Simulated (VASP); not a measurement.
Tl:

```xyz
2
Lattice="3.4560 0.0000 0.0000 -1.7280 2.9930 0.0000 0.0000 0.0000 5.5250" Properties=species:S:1:pos:R:3 pbc="T T T"
Tl   -0.0759    2.2350    1.2917
Tl    1.9597    0.7944    4.4940
```

| Property | Result |
| --- | --- |
| Program | VASP 6.6.1 |
| Task | relaxation of cell and atoms |
| Functional | PBEsol |
| Potentials or basis | VASP PAW PBE potentials, release 64 (Tl_d) |
| Cutoff | 600 eV |
| k mesh | 7 × 7 × 4 |
| Occupations | fermi-dirac, width 0.05 eV |
| Spin | no spin polarisation |

At the start: pressure 3.7 GPa; volume 28.57 Å³/atom.

Q: Where does the relaxation end?

A: Over 42 steps the energy falls by 170.2 meV/atom and the volume is 28.66 Å³/atom (+0.3 %); space group C2/c (No. 15, to 0.05 Å).

Step by step:
```
step  energy change (eV)  largest force (eV/Å)  pressure (GPa)  volume (Å³)
   1              0.0000                1.5755            3.74        57.15
   3             -0.2130                0.3799           -1.89        63.23
   5             -0.2957                0.2883            0.99        56.49
   7             -0.3190                0.0623            0.25        57.23
   9             -0.3212                0.0599           -0.11        57.76
  11             -0.3233                0.0609           -0.11        57.69
  13             -0.3254                0.0717            0.21        57.21
  15             -0.3251                0.0950            0.33        57.14
  17             -0.3313                0.0693           -0.01        57.53
  19             -0.3348                0.0490           -0.09        57.57
  21             -0.3363                0.0353            0.01        57.38
  23             -0.3363                0.0344           -0.30        57.86
  25             -0.3371                0.0338           -0.14        57.57
  27             -0.3382                0.0392            0.03        57.29
  29             -0.3389                0.0319            0.08        57.27
  31             -0.3391                0.0264           -0.12        57.51
  33             -0.3397                0.0281           -0.01        57.31
  35             -0.3402                0.0129            0.16        57.02
  37             -0.3404                0.0055            0.00        57.33
  39             -0.3404                0.0062            0.02        57.22
  41             -0.3405                0.0044           -0.02        57.29
  42             -0.3405                0.0034           -0.03        57.31
```

Final structure:
```
CELL_PARAMETERS angstrom
3.42154 0.05340 -0.08395
-1.65753 2.99363 -0.08958
-0.14468 -0.24434 5.56129
ATOMIC_POSITIONS crystal
Tl 0.34682 0.68445 0.27365
Tl 0.70434 0.32770 0.77352
```

Caveat: the PAW data sets were made with another functional, which shifts forces and pressure a little.
